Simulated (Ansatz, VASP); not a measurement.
Two plane-wave programs on V

POSCAR

```
V
1.0
    3.0260000000      0.0000000000      0.0000000000
    0.0000000000      3.0260000000      0.0000000000
    0.0000000000      0.0000000000      3.0260000000
V
2
Direct
    0.0000000000      0.0000000000      0.0000000000
    0.5000000000      0.5000000000      0.5000000000
```

The input INCAR.step1:

```
PREC = Accurate
ENCUT = 550
ISMEAR = -1
SIGMA = 0.1
LREAL = False
LASPH = True
NELM = 200
ISPIN = 2
MAGMOM = 0 0
LMAXMIX = 4
NBANDS = 24
GGA = PE
ALGO = Normal
EDIFF = 1E-5
LWAVE = True
LCHARG = False
GGA_COMPAT = False
```

Contents of INCAR.step2:

```
PREC = Accurate
ENCUT = 550
EDIFF = 1E-6
ISMEAR = -1
SIGMA = 0.1
LREAL = False
LASPH = True
NELM = 200
ALGO = Normal
ISIF = 2
LWAVE = False
LCHARG = False
ISPIN = 2
MAGMOM = 0 0
LORBIT = 11
LMAXMIX = 4
METAGGA = R2SCAN
LMIXTAU = True
NBANDS = 24
ISTART = 1
GGA_COMPAT = False
```

Contents of KPOINTS:

```
Automatic mesh
0
Gamma
  10 10 10
```

Input for Ansatz:

```yaml
crystal:
  lattice:
    - [3.026, 0.0, 0.0]
    - [0.0, 3.026, 0.0]
    - [0.0, 0.0, 3.026]
  atoms:
    - { symbol: V, position: [0.0, 0.0, 0.0] }
    - { symbol: V, position: [0.5, 0.5, 0.5] }
hamiltonian:
  xc: r2scan
  pseudopotentials: { kind: paw }
basis:
  ecutwfc: 500
kpoints:
  mp_grid: { grid: [10, 10, 10] }
scf:
  occupations: { method: fermi_dirac, width: 0.1 }
  lower_state_search: "off"
output:
  forces: true
  stress: true
magnetization:
  spin_polarized: true
```

Alike in both runs: task single point; functional r2SCAN; k mesh 10 × 10 × 10; occupations fermi-dirac, width 0.1 eV; collinear spin.

|  | VASP | Ansatz |
| --- | --- | --- |
| version | VASP 6.6.1 | Ansatz 0.2.0 |
| potentials or method | VASP PAW PBE potentials, release 64 (V_sv), cutoff 550 eV | PAW, plane waves, scalar-relativistic |
| valence electrons in the cell | 26 | 26 |

Ansatz gave:

- pressure (GPa): -7.4
- net moment per atom (μB): 0.00

Q: Estimate VASP's values.

A: Pressure (GPa): -6.8; net moment per atom (μB): 0.00.

VASP's potentials were made for PBE, not for r2SCAN. Ansatz's warnings: no starting moments, stability check not made.
